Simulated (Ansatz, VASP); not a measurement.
**Si2C: VASP beside Ansatz**

The input INCAR:

```
ALGO     = Normal         # electronic algorithm
EDIFF    = 1E-6           # SCF threshold, eV
ENCUT    = 520            # plane-wave cutoff, eV
GGA      = PE             # functional
ISIF     = 2              # what is computed and relaxed
ISMEAR   = 0              # smearing method
ISPIN    = 2              # spin polarisation
LASPH    = True           # aspherical terms in the spheres
LCHARG   = False          # write CHGCAR
LORBIT   = 11             # projections on sites
LREAL    = False          # projectors in reciprocal space
LWAVE    = False          # write WAVECAR
MAGMOM   = 0 0 0 0 1 1    # initial moments
NBANDS   = 25             # bands
NELM     = 150            # most SCF steps
PREC     = Accurate       # precision mode
SIGMA    = 0.1            # smearing width, eV
```

KPOINTS

```
k-points
0
Gamma
  6 6 4
```

The input POSCAR:

```
Si2C
1.0
    4.4705161191      0.0000000000      0.0000000000
   -2.2352580595      3.8715805271      0.0000000000
    0.0000000000      0.0000000000      3.9510994696
Si C
4 2
Direct
    0.0000000000      0.0000000000      0.0000000000
    0.3567325477      0.0000000000      0.5000000000
    0.0000000000      0.3567325477      0.5000000000
    0.6432674523      0.6432674523      0.5000000000
    0.6666666667      0.3333333333      0.0000000000
    0.3333333333      0.6666666667      0.0000000000
```

Input for Ansatz:

```yaml
crystal:
  lattice:
    - [4.4705161191, 0.0, 0.0]
    - [-2.2352580595, 3.8715805271, 0.0]
    - [0.0, 0.0, 3.9510994696]
  atoms:
    - { symbol: Si, position: [0.0, 0.0, 0.0] }
    - { symbol: Si, position: [0.3567325477, 0.0, 0.5] }
    - { symbol: Si, position: [0.0, 0.3567325477, 0.5] }
    - { symbol: Si, position: [0.6432674523, 0.6432674523, 0.5] }
    - { symbol: C, position: [0.6666666667, 0.3333333333, 0.0], spin: 1.0 }
    - { symbol: C, position: [0.3333333333, 0.6666666667, 0.0], spin: 1.0 }
basis:
  ecutwfc: 420
kpoints:
  mp_grid: { grid: [6, 6, 4] }
hamiltonian:
  xc: pbe
scf:
  occupations: { method: gaussian, width: 0.1 }
  lower_state_search: "off"
output:
  forces: true
  stress: true
  eigenvalues: true
  populations: true
magnetization:
  spin_polarized: true
```

Alike in both runs: task single point; functional PBE; k mesh 6 × 6 × 4; occupations gaussian, width 0.1 eV; collinear spin.

|  | VASP | Ansatz |
| --- | --- | --- |
| version | VASP 6.6.1 | Ansatz 0.2.0 |
| potentials or method | VASP PAW PBE potentials, release 64 (Si, C), cutoff 520 eV | scalar-relativistic, plane waves, PAW |
| valence electrons in the cell | 24 | 24 |

VASP gave:

```
gap on the k mesh at the Fermi level (eV)                     : none
pressure (GPa)                                                : -0.1
traceless stress, the component that is largest in VASP (GPa) : 0.09
net moment per atom (μB)                                      : 0.00
```

Estimate Ansatz's values.

gap on the k mesh at the Fermi level (eV): none; pressure (GPa): -0.1; traceless stress, the component that is largest in VASP (GPa): 0.04; net moment per atom (μB): 0.00.

A gap of «none» marks a metal or a gap that the smearing closes. Ansatz's warnings: seeded moment not kept.

The k mesh is coarse, so the values compare programs but aren't converged.
